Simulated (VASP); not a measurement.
Write the native input for VASP 6.6.1 that does the following.

- Task: dielectric tensor
- Functional: r2SCAN
- Potentials or basis: VASP PAW PBE potentials, release 64 (B, N)
- Cutoff: 520 eV
- k mesh: 10 × 10 × 10
- Occupations: gaussian, width 0.01 eV
- Spin: no spin polarisation
- Dipole correction: no
- Further INCAR settings: ALGO = Normal; EDIFF = 1e-08

The structure of BN lies in POSCAR:

```
BN
1.0
    0.0000000000      3.2928550384      2.1632762179
    1.2509583998      0.0000000000      2.1632762179
    1.2509583998      3.2928550384      0.0000000000
B N
1 1
Direct
    0.0001138443      0.0001138443      0.9998861557
    0.6665861457      0.6665861457      0.3334138543
```

These files were run (other wordings do the same):

INCAR

```
SYSTEM = BN
ALGO = Normal ; EDIFF = 1E-8
ENCUT = 520 ; ISIF = 2
ISMEAR = 0 ; LASPH = .TRUE.
LCALCEPS = .TRUE. ; LCHARG = .FALSE.
LMIXTAU = .TRUE. ; LREAL = .FALSE.
LWAVE = .FALSE. ; METAGGA = R2SCAN
NELM = 60 ; PREC = Accurate
SIGMA = 0.01
```

KPOINTS

```
k-points
0
G
  10 10 10
  0 0 0
```

Potentials or basis: VASP PAW PBE potentials, release 64 (B, N).

Run with:

```console
$ cat potpaw_PBE.64/B/POTCAR potpaw_PBE.64/N/POTCAR > POTCAR
$ mpirun -np 1 vasp_std > vasp.out
```

Results of the run:

```json
{
 "Band gap on the k mesh": "4.07 eV (least direct gap 5.37 eV)",
 "Electronic dielectric tensor (diagonal)": "4.46, 2.65, 4.49",
 "Born charges (mean of the diagonal)": "B +2.08; N -2.08 e"
}
```

It took 46 min on 1 thread of Intel(R) Xeon(R) Platinum 8375C CPU @ 2.90GHz (Ice Lake), on a shared host, peak memory 0.47 GiB.
